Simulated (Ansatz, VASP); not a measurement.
## Two plane-wave programs on HfO2

INCAR

```
PREC = Accurate
ENCUT = 520
EDIFF = 1E-6
ISMEAR = 0
SIGMA = 0.02
LREAL = F
LASPH = T
NELM = 100
ALGO = Normal
ISIF = 2
LWAVE = F
LCHARG = T
GGA = PE
LELF = T
LVHAR = T
NBANDS = 31
```

KPOINTS

```
regular mesh
0
Gamma
  6 6 4
```

File POSCAR:

```
HfO2
1.0
    3.7124339275      0.0000000000      0.0000000000
    0.0000000000      3.5396802948      0.0000000000
    0.0000000000      0.0000000000      5.2592181453
Hf O
2 4
Direct
    0.5000000000      0.5000000000      0.5045259202
    0.0000000000      0.0000000000     -0.0045259202
    0.0000000000      0.5000000000      0.6905018309
    0.5000000000      0.0000000000      0.8094981691
    0.5000000000      0.0000000000      0.3067916420
    0.0000000000      0.5000000000      0.1932083580
```

Input for Ansatz:

```yaml
crystal:
  lattice:
    - [3.7124339275, 0.0, 0.0]
    - [0.0, 3.5396802948, 0.0]
    - [0.0, 0.0, 5.2592181453]
  atoms:
    - { symbol: Hf, position: [0.5, 0.5, 0.5045259202] }
    - { symbol: Hf, position: [0.0, 0.0, -0.0045259202] }
    - { symbol: O, position: [0.0, 0.5, 0.6905018309] }
    - { symbol: O, position: [0.5, 0.0, 0.8094981691] }
    - { symbol: O, position: [0.5, 0.0, 0.306791642] }
    - { symbol: O, position: [0.0, 0.5, 0.193208358] }
basis:
  ecutwfc: 420
kpoints:
  mp_grid: { grid: [6, 6, 4] }
  band_path: { path: [VBM, CBM], npoints: 2 }
hamiltonian:
  xc: pbe
scf:
  occupations: { method: gaussian, width: 0.02 }
output:
  forces: true
  stress: true
  eigenvalues: true
checkpoint:
  read: start.run
  write: ck
  compress: false
  write_wavefunctions: false
  write_every: 100000
```

Alike in both runs: task single point; functional PBE; k mesh 6 × 6 × 4; occupations gaussian, width 0.02 eV; no spin polarisation.

```csv
,VASP,Ansatz
version,VASP 6.6.1,Ansatz 0.2.0
potentials or method,"VASP PAW PBE potentials, release 64 (Hf_pv, O), cutoff 520 eV","scalar-relativistic, plane waves, PAW"
valence electrons in the cell,44,76
```

```tsv
	VASP	Ansatz	Ansatz less VASP
gap on the k mesh at the Fermi level (eV)	4.52	4.55	+0.038
least direct gap on the mesh (eV)	4.58	4.61	+0.036
pressure (GPa)	-5.0	-1.9	+3.07
traceless stress, the component that is largest in VASP (GPa)	-3.84	-3.86	-0.020
rms of the force components (eV/Å)	0.026	0.000	-0.0259
```

Atom by atom the forces differ by 0.026 eV/Å (rms over components). VASP's potentials hold 44 valence electrons a cell and Ansatz's 76, so a difference there can come from the potentials and not from the codes.

Spin-orbit coupling is off throughout.
